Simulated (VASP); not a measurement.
# Ti (R-3m) in VASP: single point with PBEsol

Aim: the single point of Ti with PBEsol.

Program: VASP 6.6.1. These are calculated values, not measurements. Logs are shortened: lines on timing, memory, paths and dates and some standing lists are left out, and cuts for length are marked.

## Step 1: The cell of the first run

The typed cell holds 2 atoms: a = 4.967 Å, b = 4.967 Å, c = 4.967 Å, α = 33.60°, β = 33.60°, γ = 33.60°.

This isn't the form of Ti at room conditions, which is hcp.

## Step 2: Single point, PBEsol

Input file INCAR:

```
SYSTEM = Ti
PREC     = Accurate       ! precision mode
ENCUT    = 520            ! plane-wave cutoff, eV
EDIFF    = 1E-7           ! SCF threshold, eV
ISMEAR   = 0              ! smearing method
SIGMA    = 0.1            ! smearing width, eV
LREAL    = .False.        ! projectors in reciprocal space
LASPH    = .True.         ! aspherical terms in the spheres
NELM     = 60             ! most SCF steps
ALGO     = Normal         ! electronic algorithm
ISIF     = 2              ! what is computed and relaxed
LWAVE    = .False.        ! write WAVECAR
LCHARG   = .False.        ! write CHGCAR
GGA      = PS             ! functional
NBANDS   = 19             ! bands
```

Input file KPOINTS:

```
regular mesh
0
Gamma
  6 6 6
  0 0 0
```

Input file POSCAR:

```
Ti
1.0
    1.4357622088      0.8289376978      4.6820303745
   -1.4357622088      0.8289376978      4.6820303745
    0.0000000000     -1.6578753954      4.6820303745
Ti
2
Direct
    0.2500144500      0.2500144500      0.2500144500
    0.7499855500      0.7499855500      0.7499855500
```

Potentials or basis: VASP PAW PBE potentials, release 64 (Ti_sv).

The run is started by

```console
cat potpaw_PBE.64/Ti_sv/POTCAR > POTCAR
mpirun -np 1 vasp_std > vasp.out
```

OUTCAR:

```text
SYSTEM = Ti
   PREC = Accurate
   ENCUT = 520
   EDIFF = 1E-7
   ISMEAR = 0
   LREAL = .False.
   LASPH = .True.
   NELM = 60
   ISIF = 2
   GGA = PS

 ion  position               nearest neighbor table
   1  0.250  0.250  0.250-   2 2.87   2 2.87   2 2.87   2 2.87   2 2.87   2 2.87
   2  0.750  0.750  0.750-   1 2.87   1 2.87   1 2.87   1 2.87   1 2.87   1 2.87

  LATTYP: Found a trigonal (rhomboedric) cell.
 ALAT       =     4.9668862736
 COS(alpha) =     0.8328807033

  Lattice vectors:

 A1 = (   1.4357622088,   0.8289376978,   4.6820303745)
 A2 = (  -1.4357622088,   0.8289376978,   4.6820303745)
 A3 = (   0.0000000000,  -1.6578753954,   4.6820303745)

Analysis of symmetry for initial positions (statically):
=====================================================================
 Subroutine PRICEL returns:
 Original cell was already a primitive cell.

 Routine SETGRP: Setting up the symmetry group for a
 trigonal (rhombohedral) supercell.

 Subroutine GETGRP returns: Found 12 space group operations
 (whereof 12 operations were pure point group operations)
 out of a pool of 12 trial point group operations.

The static configuration has the point symmetry D_3d.

Analysis of symmetry for dynamics (positions and initial velocities):
=====================================================================
 Subroutine PRICEL returns:
 Original cell was already a primitive cell.

 Routine SETGRP: Setting up the symmetry group for a
 trigonal (rhombohedral) supercell.

 Subroutine GETGRP returns: Found 12 space group operations
 (whereof 12 operations were pure point group operations)
 out of a pool of 12 trial point group operations.

The dynamic configuration has the point symmetry D_3d.

 Subroutine INISYM returns: Found 12 space group operations
 (whereof 12 operations are pure point group operations),
 and found     1 'primitive' translations

----------------------------------------------------------------------------------------

                                     Primitive cell

  volume of cell :      33.4341

  direct lattice vectors                    reciprocal lattice vectors
     1.435762209  0.828937698  4.682030375     0.348247082  0.201060547  0.071194184
    -1.435762209  0.828937698  4.682030375    -0.348247082  0.201060547  0.071194184
     0.000000000 -1.657875395  4.682030375     0.000000000 -0.402121093  0.071194184

[... 80 lines left out ...]
   LASPH  =      T    aspherical Exc in radial PAW
   ENCUT  =  520.0 eV  38.22 Ry    6.18 a.u.   9.24  9.24  9.24*2*pi/ulx,y,z
   NELM   =     60;   NELMIN=  2; NELMDL= -5     # of ELM steps
   EDIFF  = 0.1E-06   stopping-criterion for ELM
   LREAL  =      F    real-space projection
   EDIFFG = 0.1E-05   stopping-criterion for IOM
   NSW    =      0    number of steps for IOM
   IBRION =     -1    ionic relax: 0-MD 1-quasi-New 2-CG
   NFREE  =      0    steps in history (QN), initial steepest desc. (CG)
   ISIF   =      2    stress and relaxation
   ISYM   =      2    0-nonsym 1-usesym 2-fastsym
   POTIM  = 0.5000    time-step for ionic-motion
   TEBEG  =    0.0;   TEEND  =   0.0 temperature during run
   PSTRESS=    0.0 pullay stress
   NELECT =      24.0000    total number of electrons
   NUPDOWN=      -1.0000    fix difference up-down
   EMIN   =  10.00;   EMAX   =-10.00  energy-range for DOS
   EFERMI =   0.00;   METHOD = LEGACY
   ISMEAR =     0;   SIGMA  =   0.10  broadening in eV -4-tet -1-fermi 0-gaus
   EFERMI_NEDOS =   21; number of points for ismear=-14 and -15
   IALGO  =     38    algorithm
   IMIX   =      4    mixing-type and parameters
     AMIX     =   0.40;   BMIX     =  1.00
     AMIX_MAG =   1.60;   BMIX_MAG =  1.00
  volume/ion in A,a.u.               =      16.72       112.81
  Fermi-wavevector in a.u.,A,eV,Ry     =   1.465824  2.770006 29.234038  2.148641
  Thomas-Fermi vector in A             =   2.581635
   LORBIT       =      0    0 simple, 1 ext, 2 COOP (PROOUT), +10 PAW based schemes
   GGA     = PS    functional components
   LHFCALC =     F    Hartree Fock is set to
   AEXX    =    0.0000 exact exchange contribution
   IVDW    =     0    specifies the selected vdW correction
   LEPSILON=     F    determine dielectric tensor
   LRPA    =     F    only Hartree local field effects (RPA)
 non-spin polarized calculation
 Gauss-broadening in eV      SIGMA  =   0.10
  energy-cutoff  :      520.00
  volume of cell :       33.43
 maximum number of plane-waves:       923
 NGX is ok and might be reduce to    40
   NGX = 19   NGY = 19   NGZ = 19

 number of electron      23.9999997 magnetization

 Free energy of the ion-electron system (eV)
  ---------------------------------------------------
  ext. energy  EPLUGINS =         0.00000000
  ---------------------------------------------------
  free energy    TOTEN  =       -16.56442580 eV

  energy without entropy =      -16.53980031  energy(sigma->0) =      -16.55211305

 E-fermi :   8.4835     XC(G=0): -11.8214

 val. band max:        8.4571816021   @ k =   0.5000   0.5000   0.1667
 cond. band min:       8.5138717502   @ k =   0.5000   0.1667  -0.0000
 fundamental gap:      0.0566901481
 Fermi energy:         8.4834560362

 k-point     1 :       0.0000    0.0000    0.0000
  band No.  band energies     occupation
      1     -47.9240      2.00000
      2     -47.7776      2.00000
      3     -24.6058      2.00000
      4     -23.9246      2.00000
      5     -23.9246      2.00000
      6     -23.8366      2.00000
[... 505 lines left out ...]
      6     -24.0584      2.00000
[... 11 lines left out ...]
     18      12.3908      0.00000
     19      13.2316      0.00000

 [... further k-points ...]

------------------------ aborting loop because EDIFF is reached ----------------------------------------

  FORCE on cell =-STRESS in cart. coord.  units (eV):
  Direction    XX          YY          ZZ          XY          YZ          ZX
  --------------------------------------------------------------------------------------
  -------------------------------------------------------------------------------------
  Total       -0.0616735     -0.0616735      0.0140065      0.0000000      0.0000000      0.0000000
  in kB       -2.9554205     -2.9554205      0.6711977      0.0000000      0.0000000      0.0000000
  external PRESSURE =      -1.7465478 kB  Pullay stress =       0.0000000 kB

 VOLUME and BASIS-vectors are now :
 -----------------------------------------------------------------------------
  energy-cutoff  :      520.00
  volume of cell :       33.43
      direct lattice vectors                 reciprocal lattice vectors
     1.435762209  0.828937698  4.682030375     0.348247082  0.201060547  0.071194184
    -1.435762209  0.828937698  4.682030375    -0.348247082  0.201060547  0.071194184
     0.000000000 -1.657875395  4.682030375     0.000000000 -0.402121093  0.071194184

 POSITION                                       TOTAL-FORCE (eV/Angst)
 -----------------------------------------------------------------------------------
      0.00000      0.00000      3.51173         0.000000     -0.000000     -0.000878
      0.00000      0.00000     10.53437         0.000000      0.000000      0.000878
 -----------------------------------------------------------------------------------
    total drift:                               -0.000000      0.000000     -0.000000

  FREE ENERGIE OF THE ION-ELECTRON SYSTEM (eV)
  ---------------------------------------------------
  free  energy   TOTEN  =       -16.5644257991 eV

  energy  without entropy=      -16.5398003085  energy(sigma->0) =      -16.55211305
```

OSZICAR:

```text
N       E                     dE             d eps       ncg     rms          rms(c)
DAV:   1     0.265296517576E+03    0.26530E+03   -0.12898E+04  1224   0.158E+03
DAV:   2     0.115992092784E+02   -0.25370E+03   -0.24975E+03  1249   0.444E+02
DAV:   3    -0.175765549011E+02   -0.29176E+02   -0.28822E+02  2283   0.124E+02
DAV:   4    -0.186934503895E+02   -0.11169E+01   -0.11153E+01  1425   0.253E+01
DAV:   5    -0.187444337184E+02   -0.50983E-01   -0.50981E-01  1766   0.384E+00    0.128E+01
DAV:   6    -0.165724356091E+02    0.21720E+01   -0.72688E+00  1399   0.280E+01    0.317E+00
DAV:   7    -0.165441284401E+02    0.28307E-01   -0.69431E-01  1770   0.633E+00    0.203E+00
DAV:   8    -0.165716883237E+02   -0.27560E-01   -0.20799E-01  1349   0.519E+00    0.717E-01
DAV:   9    -0.165639712821E+02    0.77170E-02   -0.40335E-02  1436   0.217E+00    0.874E-02
DAV:  10    -0.165643965355E+02   -0.42525E-03   -0.25791E-03  1707   0.333E-01    0.810E-02
DAV:  11    -0.165644318829E+02   -0.35347E-04   -0.27020E-04  1536   0.113E-01    0.267E-02
DAV:  12    -0.165644267602E+02    0.51226E-05   -0.79623E-06  1546   0.247E-02    0.128E-02
DAV:  13    -0.165644258239E+02    0.93632E-06   -0.79511E-06  1361   0.232E-02    0.456E-03
DAV:  14    -0.165644256240E+02    0.19992E-06   -0.47090E-07  1234   0.616E-03    0.841E-04
DAV:  15    -0.165644257531E+02   -0.12907E-06   -0.52490E-08   784   0.168E-03    0.178E-04
DAV:  16    -0.165644257991E+02   -0.46076E-07   -0.11527E-08   706   0.825E-04
   1 F= -.16564426E+02 E0= -.16552113E+02  d E =-.246255E-01
```

stdout:

```text
POSCAR found type information on POSCAR Ti
 POSCAR found :  1 types and       2 ions
 scaLAPACK will be used
 -----------------------------------------------------------------------------
|                                                                             |
|                                                                             |
|     You enforced a specific xc type in the INCAR file but a different       |
|     I HOPE YOU KNOW WHAT YOU ARE DOING!                                     |
|                                                                             |
 -----------------------------------------------------------------------------

 LDA part: xc-table for (Slater+PW92), standard interpolation
 POSCAR, INCAR and KPOINTS ok, starting setup
 FFT: planning ... GRIDC
 FFT: planning ... GRID_SOFT
 FFT: planning ... GRID
 WAVECAR not read
 entering main loop
```

Wall time 30 s (1 thread of AMD EPYC 9R45 (Zen 5), shared host); peak memory 0.2 GiB.

Results:

```yaml
Free_energy: -16.5644 eV
Pressure: -0.2 GPa
Band_gap_on_the_k_mesh: zero (bands 12 and 13 overlap by 0.95 eV)
```

Levels at points of the mesh, in eV from the Fermi level:
```tsv
k point	band 9	band 10	band 11	band 12	band 13	band 14	band 15	band 16
(0.00, 0.00, 0.00)	-6.17	-2.67	0.77	0.78	0.78	0.91	0.91	0.92
(0.50, 0.00, 0.00)	-1.90	-1.90	-1.03	-1.03	0.44	0.44	2.05	2.05
(0.50, 0.50, 0.00)	-2.70	-2.67	-1.80	0.76	0.77	0.79	3.04	3.75
(0.50, 0.50, 0.50)	-4.32	-4.32	0.09	0.09	1.18	1.18	1.18	1.18
```

Caveat: the k points lie up to 0.43 Å⁻¹ apart, too coarse for converged energies and pressures of a metal; the PAW data sets were made with another functional, which shifts forces and pressure a little.
